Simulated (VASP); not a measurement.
# SrO (Imm2) in VASP: further runs

SrO is run at these levels: PBE; tasks: single point.

All numbers are computed with VASP 6.6.1; they aren't measurements. Logs are shortened: lines on timing, memory, paths and dates and some standing lists are left out, and cuts for length are marked.

### 1 The cell of the first run

Symmetry: Imm2, No. 44, orthorhombic system. Conventional cell: a = 3.673 Å, b = 5.195 Å, c = 3.673 Å, α = 90.00°, β = 90.00°, γ = 90.00°. Within 3.4 Å of Sr (site symmetry mm2) lie 6 O at 2.54 to 2.65 Å. O (site symmetry mm2) has 6 Sr at 2.54 to 2.65 Å within 3.4 Å.

### 2 Single point, PBE

Input file INCAR:

```
PREC     = Accurate       # precision mode
ENCUT    = 520            # plane-wave cutoff, eV
EDIFF    = 1E-6           # SCF threshold, eV
ISMEAR   = 0              # smearing method
SIGMA    = 0.05           # smearing width, eV
LREAL    = False          # projectors in reciprocal space
LASPH    = True           # aspherical terms in the spheres
NELM     = 100            # most SCF steps
ALGO     = Normal         # electronic algorithm
ISIF     = 2              # what is computed and relaxed
LWAVE    = False          # write WAVECAR
LCHARG   = False          # write CHGCAR
GGA      = PE             # functional
NBANDS   = 15             # bands
```

Input file KPOINTS:

```
Automatic mesh
0
Gamma
  8 8 8
```

Input file POSCAR:

```
SrO
1.0
    0.0000000000      2.5973917585      2.5973917585
    2.5973917585      0.0000000000      2.5973917585
    2.5973917585      2.5973917585      0.0000000000
Sr O
1 1
Direct
    0.0000000000      0.0000000000      0.0000000000
    0.4795822065      0.5000000000      0.5000000000
```

Potentials or basis: VASP PAW PBE potentials, release 64 (Sr_sv, O).

The run is started by

```
cat potpaw_PBE.64/Sr_sv/POTCAR potpaw_PBE.64/O/POTCAR > POTCAR
mpirun -np 1 vasp_std > vasp.out
```

OUTCAR:

```text
PREC = Accurate
   ENCUT = 520
   EDIFF = 1E-6
   ISMEAR = 0
   LREAL = False
   LASPH = True
   NELM = 100
   ISIF = 2
   GGA = PE

 ion  position               nearest neighbor table
   1  0.000  0.000  0.000-   2 2.54   2 2.54   2 2.60   2 2.60   2 2.65   2 2.65
   2  0.480  0.500  0.500-   1 2.54   1 2.54   1 2.60   1 2.60   1 2.65   1 2.65

  LATTYP: Found a face centered cubic cell.
 ALAT       =     5.1947835170

  Lattice vectors:

 A1 = (   0.0000000000,   2.5973917585,   2.5973917585)
 A2 = (   2.5973917585,   0.0000000000,   2.5973917585)
 A3 = (   2.5973917585,   2.5973917585,   0.0000000000)

Analysis of symmetry for initial positions (statically):
=====================================================================
 Subroutine PRICEL returns:
 Original cell was already a primitive cell.

 Routine SETGRP: Setting up the symmetry group for a
 face centered cubic supercell.

 Subroutine GETGRP returns: Found  4 space group operations
 (whereof  4 operations were pure point group operations)
 out of a pool of 48 trial point group operations.

The static configuration has the point symmetry C_2v.

Analysis of symmetry for dynamics (positions and initial velocities):
=====================================================================
 Subroutine PRICEL returns:
 Original cell was already a primitive cell.

 Routine SETGRP: Setting up the symmetry group for a
 face centered cubic supercell.

 Subroutine GETGRP returns: Found  4 space group operations
 (whereof  4 operations were pure point group operations)
 out of a pool of 48 trial point group operations.

The dynamic configuration has the point symmetry C_2v.

 Subroutine INISYM returns: Found  4 space group operations
 (whereof  4 operations are pure point group operations),
 and found     1 'primitive' translations

----------------------------------------------------------------------------------------

                                     Primitive cell

  volume of cell :      35.0463

  direct lattice vectors                    reciprocal lattice vectors
     0.000000000  2.597391759  2.597391759    -0.192500803  0.192500803  0.192500803
     2.597391759  0.000000000  2.597391759     0.192500803 -0.192500803  0.192500803
     2.597391759  2.597391759  0.000000000     0.192500803  0.192500803 -0.192500803

  length of vectors
     3.673266652  3.673266652  3.673266652     0.333421172  0.333421172  0.333421172

  position of ions in fractional coordinates (direct lattice)
     0.000000000  0.000000000  0.000000000
     0.479582206  0.500000000  0.500000000

  ion indices of the primitive-cell ions
   primitive index   ion index
                 1           1
                 2           2

----------------------------------------------------------------------------------------

 KPOINTS: Automatic mesh

Automatic generation of k-mesh.
 Grid dimensions read from file:
 generate k-points for:    8    8    8

 Generating k-lattice:

  Cartesian coordinates                     Fractional coordinates (reciprocal lattice)
    -0.024062600  0.024062600  0.024062600     0.125000000  0.000000000  0.000000000
     0.024062600 -0.024062600  0.024062600     0.000000000  0.125000000  0.000000000
     0.024062600  0.024062600 -0.024062600     0.000000000  0.000000000  0.125000000

  Length of vectors
     0.041677646  0.041677646  0.041677646

  Shift w.r.t. Gamma in fractional coordinates (k-lattice)
     0.000000000  0.000000000  0.000000000

 Subroutine IBZKPT returns following result:
 ===========================================

 Found     95 irreducible k-points:

 Following reciprocal coordinates:
            Coordinates               Weight
  0.000000  0.000000  0.000000      1.000000
  0.125000  0.000000  0.000000      4.000000
  0.000000  0.125000  0.000000      4.000000
  0.250000  0.000000  0.000000      4.000000
  0.000000  0.250000  0.000000      4.000000
  0.375000  0.000000  0.000000      4.000000
[... 16 lines left out ...]
  0.375000 -0.125000 -0.125000      4.000000
 -0.375000  0.125000  0.000000      8.000000
 [... further k-points ...]
   k-points           NKPTS =     95   k-points in BZ     NKDIM =     95   number of bands    NBANDS=     15
   number of dos      NEDOS =    301   number of ions     NIONS =      2
   total plane-waves  NPLWV =  21952
   dimension x,y,z NGX =    28 NGY =   28 NGZ =   28
   dimension x,y,z NGXF=    56 NGYF=   56 NGZF=   56
   ions per type =               1   1
   NGX,Y,Z   is equivalent  to a cutoff of  12.67, 12.67, 12.67 a.u.
   NGXF,Y,Z  is equivalent  to a cutoff of  25.34, 25.34, 25.34 a.u.
 SYSTEM =  unknown system
   PREC   = accura    normal or accurate (medium, high low for compatibility)
   ISTART =      0    job   : 0-new  1-cont  2-samecut
   ICHARG =      2    charge: 1-file 2-atom 10-const
   ISPIN  =      1    spin polarized calculation?
   LNONCOLLINEAR =      F non collinear calculations
   LSORBIT =      F    spin-orbit coupling
   LASPH  =      T    aspherical Exc in radial PAW
   ENCUT  =  520.0 eV  38.22 Ry    6.18 a.u.   6.83  6.83  6.83*2*pi/ulx,y,z
   NELM   =    100;   NELMIN=  2; NELMDL= -5     # of ELM steps
   EDIFF  = 0.1E-05   stopping-criterion for ELM
   LREAL  =      F    real-space projection
   EDIFFG = 0.1E-04   stopping-criterion for IOM
   NSW    =      0    number of steps for IOM
   IBRION =     -1    ionic relax: 0-MD 1-quasi-New 2-CG
   NFREE  =      0    steps in history (QN), initial steepest desc. (CG)
   ISIF   =      2    stress and relaxation
   ISYM   =      2    0-nonsym 1-usesym 2-fastsym
   POTIM  = 0.5000    time-step for ionic-motion
   TEBEG  =    0.0;   TEEND  =   0.0 temperature during run
   PSTRESS=    0.0 pullay stress
   NELECT =      16.0000    total number of electrons
   NUPDOWN=      -1.0000    fix difference up-down
   EMIN   =  10.00;   EMAX   =-10.00  energy-range for DOS
   EFERMI =   0.00;   METHOD = LEGACY
   ISMEAR =     0;   SIGMA  =   0.05  broadening in eV -4-tet -1-fermi 0-gaus
   EFERMI_NEDOS =   21; number of points for ismear=-14 and -15
   IALGO  =     38    algorithm
   IMIX   =      4    mixing-type and parameters
     AMIX     =   0.40;   BMIX     =  1.00
     AMIX_MAG =   1.60;   BMIX_MAG =  1.00
  volume/ion in A,a.u.               =      17.52       118.25
  Fermi-wavevector in a.u.,A,eV,Ry     =   1.260571  2.382134 21.620197  1.589040
  Thomas-Fermi vector in A             =   2.394074
   LORBIT       =      0    0 simple, 1 ext, 2 COOP (PROOUT), +10 PAW based schemes
   GGA     = PE    functional components
   LHFCALC =     F    Hartree Fock is set to
   AEXX    =    0.0000 exact exchange contribution
   IVDW    =     0    specifies the selected vdW correction
   LEPSILON=     F    determine dielectric tensor
   LRPA    =     F    only Hartree local field effects (RPA)
 non-spin polarized calculation
 Gauss-broadening in eV      SIGMA  =   0.05
  energy-cutoff  :      520.00
  volume of cell :       35.05
 maximum number of plane-waves:       960
   NGX = 13   NGY = 13   NGZ = 13

 number of electron      16.0000000 magnetization

 Free energy of the ion-electron system (eV)
  ---------------------------------------------------
  ext. energy  EPLUGINS =         0.00000000
  ---------------------------------------------------
  free energy    TOTEN  =       -12.04921667 eV

  energy without entropy =      -12.04921667  energy(sigma->0) =      -12.04921667

 E-fermi :   1.8743     XC(G=0):  -9.8812

 val. band max:        1.5082297155   @ k =   0.0000   0.0000   0.0000
 cond. band min:       4.8231609224   @ k =   0.5000   0.5000   0.0000
 fundamental gap:      3.3149312068
 Fermi energy:         1.8742991300

 k-point     1 :       0.0000    0.0000    0.0000
  band No.  band energies     occupation
      1     -30.9731      2.00000
      2     -13.5501      2.00000
      3     -12.6416      2.00000
      4     -12.6415      2.00000
      5     -12.6260      2.00000
      6       1.5048      2.00000
      7       1.5052      2.00000
      8       1.5082      2.00000
      9       5.2848      0.00000
     10       7.6641      0.00000
     11       7.6861      0.00000
     12       7.6878      0.00000
     13       9.7725      0.00000
     14       9.7890      0.00000
     15      14.0757      0.00000

 k-point     2 :       0.1250    0.0000    0.0000
  band No.  band energies     occupation
      1     -30.9557      2.00000
      2     -13.9132      2.00000
      3     -12.6545      2.00000
      4     -12.6530      2.00000
      5     -12.3052      2.00000
      6       1.0600      2.00000
      7       1.3239      2.00000
      8       1.3268      2.00000
      9       5.9680      0.00000
     10       7.5334      0.00000
     11       7.9579      0.00000
     12       7.9794      0.00000
     13      10.1613      0.00000
     14      10.1746      0.00000
     15      15.0394      0.00000

 k-point     3 :       0.0000    0.1250    0.0000
  band No.  band energies     occupation
      1     -30.9557      2.00000
      2     -13.9150      2.00000
      3     -12.6576      2.00000
      4     -12.6531      2.00000
      5     -12.3003      2.00000
      6       1.0536      2.00000
      7       1.3238      2.00000
      8       1.3379      2.00000
      9       5.9700      0.00000
     10       7.5081      0.00000
     11       7.9654      0.00000
     12       7.9810      0.00000
     13      10.1629      0.00000
     14      10.1828      0.00000
     15      15.0372      0.00000
[... 343 lines left out ...]
 k-point    23 :       0.3750   -0.1250   -0.1250
  band No.  band energies     occupation
      1     -30.8474      2.00000
      2     -14.8889      2.00000
      3     -12.8172      2.00000
      4     -12.7568      2.00000
      5     -11.6160      2.00000
      6      -0.3300      2.00000
      7       0.5342      2.00000
      8       0.5749      2.00000
      9       7.7458      0.00000
     10       8.8515      0.00000
     11      10.4014      0.00000
     12      10.6574      0.00000
     13      12.9155      0.00000
     14      13.1898      0.00000
     15      15.2901      0.00000

 k-point    24 :      -0.3750    0.1250    0.0000
  band No.  band energies     occupation
      1     -30.8532      2.00000
      2     -14.8579      2.00000
      3     -12.8505      2.00000
      4     -12.7201      2.00000
      5     -11.6068      2.00000
      6      -0.3288      2.00000
      7       0.4882      2.00000
      8       0.7064      2.00000
      9       7.7953      0.00000
     10       8.7663      0.00000
     11       9.9323      0.00000
     12      10.4509      0.00000
     13      12.7231      0.00000
     14      13.0968      0.00000
     15      15.5196      0.00000

 [... further k-points ...]

------------------------ aborting loop because EDIFF is reached ----------------------------------------

  FORCE on cell =-STRESS in cart. coord.  units (eV):
  Direction    XX          YY          ZZ          XY          YZ          ZX
  --------------------------------------------------------------------------------------
  -------------------------------------------------------------------------------------
  Total        0.1016538      0.1631975      0.1631975      0.0000000     -0.0068422      0.0000000
  in kB        4.6472040      7.4607347      7.4607347      0.0000000     -0.3127985      0.0000000
  external PRESSURE =       6.5228911 kB  Pullay stress =       0.0000000 kB

 VOLUME and BASIS-vectors are now :
 -----------------------------------------------------------------------------
  energy-cutoff  :      520.00
  volume of cell :       35.05
      direct lattice vectors                 reciprocal lattice vectors
     0.000000000  2.597391759  2.597391759    -0.192500803  0.192500803  0.192500803
     2.597391759  0.000000000  2.597391759     0.192500803 -0.192500803  0.192500803
     2.597391759  2.597391759  0.000000000     0.192500803  0.192500803 -0.192500803

 POSITION                                       TOTAL-FORCE (eV/Angst)
 -----------------------------------------------------------------------------------
      0.00000      0.00000      0.00000        -0.000000     -0.103275     -0.103275
      2.59739      2.54436      2.54436         0.000000      0.103275      0.103275
 -----------------------------------------------------------------------------------
    total drift:                                0.000000     -0.000156     -0.000156

  FREE ENERGIE OF THE ION-ELECTRON SYSTEM (eV)
  ---------------------------------------------------
  free  energy   TOTEN  =       -12.0492166746 eV

  energy  without entropy=      -12.0492166746  energy(sigma->0) =      -12.04921667
```

Run time: 32 s. Hardware: 1 thread of Intel Xeon 6975P-C (Granite Rapids), shared host; peak memory 0.18 GiB.

Results:

```yaml
Free_energy: -12.0492 eV
Pressure: 0.7 GPa
Largest_force: 0.146 eV/Å
Band_gap_on_the_k_mesh: 3.31 eV, indirect (least direct gap 3.41 eV)
```

Forces in eV/Å, atoms in the order of the input:
```
Sr   0.000 -0.103 -0.103
O    0.000  0.103  0.103
```

Stress tensor (GPa, compression positive):
```
 0.46  0.00  0.00
 0.00  0.75 -0.03
 0.00 -0.03  0.75
```

Levels at points of the mesh, in eV from the valence-band top:
```csv
k point,band 6,band 7,band 8,band 9,band 10,band 11
"(0.00, 0.00, 0.00)",0.00,0.00,0.00,3.78,6.16,6.18
"(0.50, 0.00, 0.00)",-2.10,-1.07,-1.07,6.43,8.21,8.68
"(0.00, 0.50, 0.00)",-2.10,-1.06,-1.06,6.42,8.14,8.67
"(0.50, 0.50, 0.00)",-0.47,-0.11,-0.10,3.31,7.57,9.99
"(0.00, 0.50, 0.50)",-0.47,-0.12,-0.10,3.34,7.57,10.00
```

Caveat: the cell differs from its parent crystal (all O atoms moved +0.075 Å, as atom 2 towards its neighbour atom 2 (O) at 3.673 Å). A k mesh can miss the band edges.

### 3 Single point, PBE

Input file INCAR:

```
  PREC = Accurate
  ENCUT = 520
  EDIFF = 1E-6
  ISMEAR = 0
  SIGMA = 0.05
  LREAL = F
  LASPH = T
  NELM = 60
  ALGO = Normal
  ISIF = 2
  LWAVE = F
  LCHARG = F
  GGA = PE
  NBANDS = 15
```

KPOINTS is that of step 2.

POSCAR: that of step 2 with these lines changed.

```diff
@@ -9,2 +9,2 @@
     0.0000000000      0.0000000000      0.0000000000
-    0.4795822065      0.5000000000      0.5000000000
+    0.4931940688      0.5000000000      0.5000000000
```

Potentials or basis: VASP PAW PBE potentials, release 64 (Sr_sv, O).

The run is started by

```
cat potpaw_PBE.64/Sr_sv/POTCAR potpaw_PBE.64/O/POTCAR > POTCAR
mpirun -np 1 vasp_std > vasp.out
```

Wall time 31 s (1 thread of Intel Xeon 6975P-C (Granite Rapids), shared host); peak memory 0.18 GiB.

It converged, with:

- Free energy: -12.0540 eV
- Pressure: 0.5 GPa
- Largest force: 0.048 eV/Å
- Band gap on the k mesh: 3.28 eV, indirect (least direct gap 3.39 eV)

Forces on the atoms (eV/Å):
```
Sr   0.000 -0.034 -0.034
O    0.000  0.034  0.034
```

Levels at points of the mesh, in eV from the valence-band top:
| k point | band 6 | band 7 | band 8 | band 9 | band 10 | band 11 |
| --- | --- | --- | --- | --- | --- | --- |
| (0.00, 0.00, 0.00) | 0.00 | 0.00 | 0.00 | 3.77 | 6.14 | 6.15 |
| (0.50, 0.00, 0.00) | -2.11 | -1.08 | -1.08 | 6.42 | 8.21 | 8.67 |
| (0.00, 0.50, 0.00) | -2.11 | -1.08 | -1.08 | 6.42 | 8.20 | 8.67 |
| (0.50, 0.50, 0.00) | -0.48 | -0.11 | -0.11 | 3.28 | 7.57 | 9.97 |
| (0.00, 0.50, 0.50) | -0.48 | -0.11 | -0.11 | 3.29 | 7.57 | 9.97 |

Caveat: the cell differs from its parent crystal (all O atoms moved +0.025 Å, as atom 2 towards its neighbour atom 2 (O) at 3.673 Å). A k mesh can miss the band edges.
